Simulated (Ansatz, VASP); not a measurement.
## InSb3: VASP beside Ansatz

The input INCAR:

```
SYSTEM = InSb3
PREC = Accurate ; ENCUT = 520
EDIFF = 1E-7 ; ISMEAR = 0
SIGMA = 0.15 ; LREAL = .False.
LASPH = .True. ; NELM = 80
ALGO = Fast ; ISIF = 2
LWAVE = .False. ; LCHARG = .False.
GGA = PE ; IVDW = 12
NBANDS = 38
```

Contents of KPOINTS:

```
regular mesh
0
Gamma
  10 8 8
  0 0 0
```

Contents of POSCAR:

```
InSb3
1.0
   -4.7333130259      0.0000000000      0.0000000000
    0.0000000000      4.7333130259      4.7333130259
    0.0000000000      4.7333130259     -4.7333130259
In Sb
2 6
Direct
    1.0000000000      0.0000000000      0.0000000000
    1.0000000000      0.5000000000      0.5000000000
    0.5000000000      0.2552817128      0.7552817128
    0.5000000000      0.7447182872      0.2447182872
    0.0000000000      0.5000000000      0.0000000000
    0.0000000000      0.0000000000      0.5000000000
    0.5000000000      0.7552817128      0.7447182872
    0.5000000000      0.2447182872      0.2552817128
```

Input for Ansatz:

```yaml
crystal:
  lattice:
    - [-4.7333130259, 0.0, 0.0]
    - [0.0, 4.7333130259, 4.7333130259]
    - [0.0, 4.7333130259, -4.7333130259]
  atoms:
    - { symbol: In, position: [1.0, 0.0, 0.0] }
    - { symbol: In, position: [1.0, 0.5, 0.5] }
    - { symbol: Sb, position: [0.5, 0.2552817128, 0.7552817128] }
    - { symbol: Sb, position: [0.5, 0.7447182872, 0.2447182872] }
    - { symbol: Sb, position: [0.0, 0.5, 0.0] }
    - { symbol: Sb, position: [0.0, 0.0, 0.5] }
    - { symbol: Sb, position: [0.5, 0.7552817128, 0.7447182872] }
    - { symbol: Sb, position: [0.5, 0.2447182872, 0.2552817128] }
basis:
  ecutwfc: 420
kpoints:
  mp_grid: { grid: [10, 8, 8] }
hamiltonian:
  xc: pbe
  dispersion: d3bj
scf:
  occupations: { method: gaussian, width: 0.15 }
output:
  forces: true
  stress: true
  eigenvalues: true
```

Change from the starting cell: mode 1 (-27.8 1/cm) frozen in, largest displacement +0.050 Å.

Alike in both runs: task single point; functional PBE; dispersion D3(BJ); k mesh 10 × 8 × 8; occupations gaussian, width 0.15 eV; no spin polarisation.

|  | VASP | Ansatz |
| --- | --- | --- |
| version | VASP 6.6.1 | Ansatz 0.2.0 |
| potentials or method | VASP PAW PBE potentials, release 64 (In_d, Sb), cutoff 520 eV | scalar-relativistic, plane waves, PAW |
| valence electrons in the cell | 56 | 116 |

```tsv
	VASP	Ansatz	Ansatz less VASP
gap on the k mesh at the Fermi level (eV)	none	none	-
pressure (GPa)	0.0	0.1	+0.09
traceless stress, the component that is largest in VASP (GPa)	0.23	0.23	-0.001
rms of the force components (eV/Å)	0.005	0.005	+0.0001
```

Atom by atom the forces differ by 0.000 eV/Å (rms over components). A gap of «none» marks a metal or a gap that the smearing closes. VASP's potentials hold 56 valence electrons a cell and Ansatz's 116, so a difference there can come from the potentials and not from the codes.

Spin-orbit coupling is off throughout.
